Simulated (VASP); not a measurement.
A run of VASP 6.6.1:

The input INCAR:

```
  AGGAC = 1.0
  AGGAX = 1.0
  ALDAC = 0.0
  ALDAX = 1.0
  ALGO = Normal
  EDIFF = 1E-6
  ENCUT = 520
  GGA = B5
  ISIF = 2
  ISMEAR = -1
  ISPIN = 2
  LASPH = T
  LCHARG = F
  LMAXMIX = 4
  LORBIT = 11
  LREAL = F
  LWAVE = F
  MAGMOM = 1.7 1.7
  NBANDS = 20
  NELM = 150
  PREC = Accurate
  SIGMA = 0.05
```

File KPOINTS:

```
k-points
0
Gamma
  14 14 8
```

The input POSCAR:

```
Co
1.0
    2.5325630064      0.0000000000      0.0000000000
   -1.2662815032      2.1932639002      0.0000000000
    0.0000000000      0.0000000000      4.0831687881
Co
2
Direct
    0.3333333333      0.6666666667      0.2500000000
    0.6666666667      0.3333333333      0.7500000000
```

Potentials or basis: VASP PAW PBE potentials, release 64 (Co).

Run with:

```console
$ cat potpaw_PBE.64/Co/POTCAR > POTCAR
$ mpirun -np 1 vasp_std > vasp.out
```

Hardware: 1 thread of Intel Xeon 6975P-C, on a shared host.

Problem. Estimate the wall time of this run.

Solution. Wall time 80 s on 1 thread of Intel Xeon 6975P-C (shared host), peak memory 0.2 GiB. Counts: scf iterations 13, k points 120.
